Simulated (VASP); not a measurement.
# Ta2N in VASP: further runs

Ta2N is run at these levels: LDA; tasks: single point.

Everything below comes from runs of VASP 6.6.1. Logs are shortened: lines on timing, memory, paths and dates and some standing lists are left out, and cuts for length are marked.

## (1) The cell of the first run

Symmetry: P-3m1, No. 164, trigonal system. The conventional cell has a = 3.062 Å, b = 3.062 Å, c = 5.011 Å, α = 90.00°, β = 90.00°, γ = 120.00°. Ta (site symmetry 3m) has 3 N at 2.18 Å within 2.9 Å. N (site symmetry -3m) has 6 Ta at 2.18 Å within 2.9 Å.

## (2) Single point, LDA (engineering shear strain xy +0.0000, normal strain along z +0.0467)

Contents of INCAR:

```
SYSTEM = Ta2N
ALGO = Normal ; EDIFF = 1E-6
ENCUT = 700 ; GGA = CA
GGA_COMPAT = .FALSE. ; ISIF = 2
ISMEAR = 0 ; LASPH = .TRUE.
LCHARG = .FALSE. ; LREAL = .FALSE.
LWAVE = .FALSE. ; NBANDS = 22
NELM = 120 ; PREC = Accurate
SIGMA = 0.15
```

Contents of KPOINTS:

```
k-points
0
G
  15 15 8
  0 0 0
```

Contents of POSCAR:

```
Ta2N
1.0
    3.0618406011      0.0000000000      0.0000000000
   -1.5309203006      2.6516317429      0.0000000000
    0.0000000000      0.0000000000      5.0107231719
Ta N
2 1
Direct
    0.6666666667      0.3333333333      0.7466885012
    0.3333333333      0.6666666667      0.2533114988
    0.0000000000      0.0000000000      0.0000000000
```

Potentials or basis: VASP PAW LDA potentials, release 64 (Ta_sv_GW, N).

Command:

```
> cat potpaw_LDA.64/Ta_sv_GW/POTCAR potpaw_LDA.64/N/POTCAR > POTCAR
> mpirun -np 1 vasp_std > vasp.out
```

OUTCAR:

```text
SYSTEM = Ta2N
   EDIFF = 1E-6
   ENCUT = 700
   GGA = CA
   ISIF = 2
   ISMEAR = 0
   LASPH = .TRUE.
   LREAL = .FALSE.
   NELM = 120
   PREC = Accurate

 ion  position               nearest neighbor table
   1  0.667  0.333  0.747-   3 2.18   3 2.18   3 2.18   2 3.04   2 3.04   2 3.04   2 3.09   2 3.09
                             2 3.09
   2  0.333  0.667  0.253-   3 2.18   3 2.18   3 2.18   1 3.04   1 3.04   1 3.04   1 3.09   1 3.09
                             1 3.09
   3  0.000  0.000  0.000-   1 2.18   2 2.18   1 2.18   2 2.18   1 2.18   2 2.18

  LATTYP: Found a hexagonal cell.
 ALAT       =     3.0618406011
 C/A-ratio  =     1.6365068678

  Lattice vectors:

 A1 = (   3.0618406011,   0.0000000000,   0.0000000000)
 A2 = (  -1.5309203006,   2.6516317429,   0.0000000000)
 A3 = (   0.0000000000,   0.0000000000,   5.0107231719)

Analysis of symmetry for initial positions (statically):
=====================================================================
 Subroutine PRICEL returns:
 Original cell was already a primitive cell.

 Routine SETGRP: Setting up the symmetry group for a
 hexagonal supercell.

 Subroutine GETGRP returns: Found 12 space group operations
 (whereof 12 operations were pure point group operations)
 out of a pool of 24 trial point group operations.

The static configuration has the point symmetry D_3d.

Analysis of symmetry for dynamics (positions and initial velocities):
=====================================================================
 Subroutine PRICEL returns:
 Original cell was already a primitive cell.

 Routine SETGRP: Setting up the symmetry group for a
 hexagonal supercell.

 Subroutine GETGRP returns: Found 12 space group operations
 (whereof 12 operations were pure point group operations)
 out of a pool of 24 trial point group operations.

The dynamic configuration has the point symmetry D_3d.

 Subroutine INISYM returns: Found 12 space group operations
 (whereof 12 operations are pure point group operations),
 and found     1 'primitive' translations

----------------------------------------------------------------------------------------

                                     Primitive cell

  volume of cell :      40.6814

  direct lattice vectors                    reciprocal lattice vectors
     3.061840601  0.000000000  0.000000000     0.326600934  0.188563137  0.000000000
    -1.530920301  2.651631743  0.000000000     0.000000000  0.377126274  0.000000000
     0.000000000  0.000000000  5.010723172     0.000000000  0.000000000  0.199571991

  length of vectors
     3.061840601  3.061840601  5.010723172     0.377126274  0.377126274  0.199571991

  position of ions in fractional coordinates (direct lattice)
     0.666666667  0.333333333  0.746688501
     0.333333333  0.666666667  0.253311499
     0.000000000  0.000000000  0.000000000

  ion indices of the primitive-cell ions
   primitive index   ion index
                 1           1
                 2           2
                 3           3

----------------------------------------------------------------------------------------

 KPOINTS: k-points

Automatic generation of k-mesh.
 Grid dimensions read from file:
 generate k-points for:   15   15    8

 Generating k-lattice:

  Cartesian coordinates                     Fractional coordinates (reciprocal lattice)
     0.021773396  0.012570876  0.000000000     0.066666667  0.000000000  0.000000000
     0.000000000  0.025141752  0.000000000     0.000000000  0.066666667  0.000000000
     0.000000000  0.000000000  0.024946499     0.000000000  0.000000000  0.125000000

  Length of vectors
     0.025141752  0.025141752  0.024946499

  Shift w.r.t. Gamma in fractional coordinates (k-lattice)
     0.000000000  0.000000000  0.000000000

 Subroutine IBZKPT returns following result:
 ===========================================

 Found    192 irreducible k-points:

 Following reciprocal coordinates:
            Coordinates               Weight
  0.000000  0.000000  0.000000      1.000000
  0.066667 -0.000000  0.000000      6.000000
  0.133333 -0.000000  0.000000      6.000000
  0.200000  0.000000  0.000000      6.000000
  0.266667 -0.000000  0.000000      6.000000
  0.333333  0.000000  0.000000      6.000000
[... 16 lines left out ...]
  0.333333  0.200000  0.000000     12.000000
  0.400000  0.200000  0.000000      6.000000
 [... further k-points ...]
   k-points           NKPTS =    192   k-points in BZ     NKDIM =    192   number of bands    NBANDS=     22
   number of dos      NEDOS =    301   number of ions     NIONS =      3
   total plane-waves  NPLWV =  37632
   dimension x,y,z NGX =    28 NGY =   28 NGZ =   48
   dimension x,y,z NGXF=    56 NGYF=   56 NGZF=   96
   ions per type =               2   1
   NGX,Y,Z   is equivalent  to a cutoff of  15.20, 15.20, 15.93 a.u.
   NGXF,Y,Z  is equivalent  to a cutoff of  30.41, 30.41, 31.85 a.u.
 SYSTEM =  Ta2N
   PREC   = accura    normal or accurate (medium, high low for compatibility)
   ISTART =      0    job   : 0-new  1-cont  2-samecut
   ICHARG =      2    charge: 1-file 2-atom 10-const
   ISPIN  =      1    spin polarized calculation?
   LNONCOLLINEAR =      F non collinear calculations
   LSORBIT =      F    spin-orbit coupling
   LASPH  =      T    aspherical Exc in radial PAW
   ENCUT  =  700.0 eV  51.45 Ry    7.17 a.u.   6.61  6.61 10.81*2*pi/ulx,y,z
   NELM   =    120;   NELMIN=  2; NELMDL= -5     # of ELM steps
   EDIFF  = 0.1E-05   stopping-criterion for ELM
   LREAL  =      F    real-space projection
   EDIFFG = 0.1E-04   stopping-criterion for IOM
   NSW    =      0    number of steps for IOM
   IBRION =     -1    ionic relax: 0-MD 1-quasi-New 2-CG
   NFREE  =      0    steps in history (QN), initial steepest desc. (CG)
   ISIF   =      2    stress and relaxation
   ISYM   =      2    0-nonsym 1-usesym 2-fastsym
   POTIM  = 0.5000    time-step for ionic-motion
   TEBEG  =    0.0;   TEEND  =   0.0 temperature during run
   PSTRESS=    0.0 pullay stress
   NELECT =      31.0000    total number of electrons
   NUPDOWN=      -1.0000    fix difference up-down
   EMIN   =  10.00;   EMAX   =-10.00  energy-range for DOS
   EFERMI =   0.00;   METHOD = LEGACY
   ISMEAR =     0;   SIGMA  =   0.15  broadening in eV -4-tet -1-fermi 0-gaus
   EFERMI_NEDOS =   21; number of points for ismear=-14 and -15
   IALGO  =     38    algorithm
   IMIX   =      4    mixing-type and parameters
     AMIX     =   0.40;   BMIX     =  1.00
     AMIX_MAG =   1.60;   BMIX_MAG =  1.00
  volume/ion in A,a.u.               =      13.56        91.51
  Fermi-wavevector in a.u.,A,eV,Ry     =   1.495306  2.825718 30.421800  2.235939
  Thomas-Fermi vector in A             =   2.607467
   LORBIT       =      0    0 simple, 1 ext, 2 COOP (PROOUT), +10 PAW based schemes
   GGA     = CA    functional components
   LHFCALC =     F    Hartree Fock is set to
   AEXX    =    0.0000 exact exchange contribution
   IVDW    =     0    specifies the selected vdW correction
   LEPSILON=     F    determine dielectric tensor
   LRPA    =     F    only Hartree local field effects (RPA)
 non-spin polarized calculation
 Gauss-broadening in eV      SIGMA  =   0.15
  energy-cutoff  :      700.00
  volume of cell :       40.68
 maximum number of plane-waves:      1738
 NGX is ok and might be reduce to    28
   NGX = 13   NGY = 13   NGZ = 21

 number of electron      30.9999999 magnetization

 Free energy of the ion-electron system (eV)
  ---------------------------------------------------
  ext. energy  EPLUGINS =         0.00000000
  ---------------------------------------------------
  free energy    TOTEN  =       -42.56239853 eV

  energy without entropy =      -42.54715105  energy(sigma->0) =      -42.55477479

 E-fermi :  11.5925     XC(G=0): -13.4873

 val. band max:       11.5858932240   @ k =   0.0000   0.2667   0.3750
 cond. band min:      11.6024445365   @ k =   0.2667   0.2000   0.3750
 fundamental gap:      0.0165513125
 Fermi energy:        11.5925290417

 k-point     1 :       0.0000    0.0000    0.0000
  band No.  band energies     occupation
      1     -56.6552      2.00000
      2     -56.5887      2.00000
      3     -23.8671      2.00000
      4     -23.0807      2.00000
      5     -23.0807      2.00000
      6     -22.9806      2.00000
[... 14 lines left out ...]
     21      12.8020      0.00000
     22      16.5993      0.00000

 k-point     2 :       0.0667   -0.0000    0.0000
  band No.  band energies     occupation
      1     -56.6527      2.00000
      2     -56.5873      2.00000
      3     -23.8535      2.00000
      4     -23.1122      2.00000
      5     -23.0912      2.00000
      6     -23.0118      2.00000
[... 14 lines left out ...]
     21      13.1757      0.00000
     22      16.5919      0.00000

 k-point     3 :       0.1333   -0.0000    0.0000
  band No.  band energies     occupation
      1     -56.6453      2.00000
      2     -56.5837      2.00000
      3     -23.8143      2.00000
      4     -23.2010      2.00000
      5     -23.1196      2.00000
      6     -23.0978      2.00000
[... 14 lines left out ...]
     21      14.0993      0.00000
     22      16.4207      0.00000

 k-point     4 :       0.2000    0.0000    0.0000
  band No.  band energies     occupation
      1     -56.6341      2.00000
      2     -56.5787      2.00000
      3     -23.7537      2.00000
      4     -23.3314      2.00000
      5     -23.2193      2.00000
      6     -23.1594      2.00000
[... 14 lines left out ...]
     21      15.1827      0.00000
     22      16.1353      0.00000

 k-point     5 :       0.2667   -0.0000    0.0000
  band No.  band energies     occupation
      1     -56.6208      2.00000
      2     -56.5733      2.00000
      3     -23.6800      2.00000
      4     -23.4779      2.00000
      5     -23.3524      2.00000
      6     -23.2029      2.00000
[... 14 lines left out ...]
     21      15.8032      0.00000
     22      16.3366      0.00000

 k-point     6 :       0.3333    0.0000    0.0000
  band No.  band energies     occupation
      1     -56.6073      2.00000
      2     -56.5689      2.00000
      3     -23.6503      2.00000
      4     -23.5668      2.00000
      5     -23.4732      2.00000
      6     -23.2429      2.00000
[... 14 lines left out ...]
     21      15.7575      0.00000
     22      17.0190      0.00000

 k-point     7 :       0.4000    0.0000    0.0000
  band No.  band energies     occupation
      1     -56.5958      2.00000
      2     -56.5665      2.00000
      3     -23.7432      2.00000
      4     -23.5749      2.00000
      5     -23.4952      2.00000
      6     -23.2735      2.00000
[... 324 lines left out ...]
      6     -23.3513      2.00000
[... 14 lines left out ...]
     21      16.1476      0.00000
     22      16.7244      0.00000

 k-point    21 :       0.2000    0.2000    0.0000
  band No.  band energies     occupation
      1     -56.6039      2.00000
      2     -56.5681      2.00000
      3     -23.6108      2.00000
      4     -23.5219      2.00000
      5     -23.5143      2.00000
      6     -23.2544      2.00000
[... 14 lines left out ...]
     21      16.6252      0.00000
     22      16.6281      0.00000

 k-point    22 :       0.2667    0.2000    0.0000
  band No.  band energies     occupation
      1     -56.5927      2.00000
      2     -56.5661      2.00000
      3     -23.6650      2.00000
      4     -23.5521      2.00000
      5     -23.4738      2.00000
      6     -23.3227      2.00000
[... 14 lines left out ...]
     21      16.7169      0.00000
     22      17.0237      0.00000

 k-point    23 :       0.3333    0.2000    0.0000
  band No.  band energies     occupation
      1     -56.5838      2.00000
      2     -56.5659      2.00000
      3     -23.7197      2.00000
      4     -23.5595      2.00000
      5     -23.4087      2.00000
      6     -23.3869      2.00000
[... 14 lines left out ...]
     21      16.2219      0.00000
     22      17.4748      0.00000

 k-point    24 :       0.4000    0.2000    0.0000
  band No.  band energies     occupation
      1     -56.5801      2.00000
      2     -56.5665      2.00000
      3     -23.7395      2.00000
      4     -23.5562      2.00000
      5     -23.4172      2.00000
      6     -23.3751      2.00000
[... 14 lines left out ...]
     21      15.8474      0.00000
     22      17.7076      0.00000

 [... further k-points ...]

------------------------ aborting loop because EDIFF is reached ----------------------------------------

  FORCE on cell =-STRESS in cart. coord.  units (eV):
  Direction    XX          YY          ZZ          XY          YZ          ZX
  --------------------------------------------------------------------------------------
  -------------------------------------------------------------------------------------
  Total       -2.3436388     -2.3436388     -4.6047551      0.0000000      0.0000000      0.0000000
  in kB      -92.3007147    -92.3007147   -181.3514060      0.0000000      0.0000000      0.0000000
  external PRESSURE =    -121.9842785 kB  Pullay stress =       0.0000000 kB

 VOLUME and BASIS-vectors are now :
 -----------------------------------------------------------------------------
  energy-cutoff  :      700.00
  volume of cell :       40.68
      direct lattice vectors                 reciprocal lattice vectors
     3.061840601  0.000000000  0.000000000     0.326600934  0.188563137  0.000000000
    -1.530920301  2.651631743  0.000000000     0.000000000  0.377126274  0.000000000
     0.000000000  0.000000000  5.010723172     0.000000000  0.000000000  0.199571991

 POSITION                                       TOTAL-FORCE (eV/Angst)
 -----------------------------------------------------------------------------------
      1.53092      0.88388      3.74145         0.000000     -0.000000     -0.048751
     -0.00000      1.76775      1.26927        -0.000000      0.000000      0.048751
      0.00000      0.00000      0.00000        -0.000000      0.000000      0.000000
 -----------------------------------------------------------------------------------
    total drift:                               -0.000000      0.000000      0.000000

  FREE ENERGIE OF THE ION-ELECTRON SYSTEM (eV)
  ---------------------------------------------------
  free  energy   TOTEN  =       -42.5623985277 eV

  energy  without entropy=      -42.5471510472  energy(sigma->0) =      -42.55477479
```

It took 3.1 min on 1 thread of Intel Xeon Platinum 8488C (Sapphire Rapids), shared host; peak memory 0.37 GiB.

Results:

```yaml
Free_energy: -42.5624 eV
Pressure: -12.2 GPa
Largest_force: 0.049 eV/Å
Band_gap_on_the_k_mesh: zero (an odd number of electrons rules out a gap without spin polarisation)
```

Forces on the atoms (eV/Å):
```
Ta   0.000  0.000 -0.049
Ta   0.000  0.000  0.049
N    0.000  0.000  0.000
```

Stress tensor (GPa, compression positive):
```
 -9.23   0.00   0.00
  0.00  -9.23   0.00
  0.00   0.00 -18.14
```

Levels at points of the mesh, in eV from the Fermi level:
| k point | band 11 | band 12 | band 13 | band 14 | band 15 | band 16 | band 17 | band 18 | band 19 | band 20 |
| --- | --- | --- | --- | --- | --- | --- | --- | --- | --- | --- |
| (0.00, 0.00, 0.00) | -5.86 | -5.86 | -4.85 | -1.05 | -0.25 | -0.25 | 0.30 | 0.58 | 0.58 | 1.21 |
| (0.00, 0.00, 0.50) | -6.01 | -6.01 | -3.07 | -2.73 | -0.94 | -0.94 | 1.57 | 2.21 | 2.23 | 2.23 |

Caveat: the cell differs from its parent crystal (engineering shear strain xy +0.0000, normal strain along z +0.0467); the stress differs along the axes, from -18 to -9 GPa; spin-orbit coupling is left out, which moves the levels of the heavy elements.

[end of part 1 of 2]
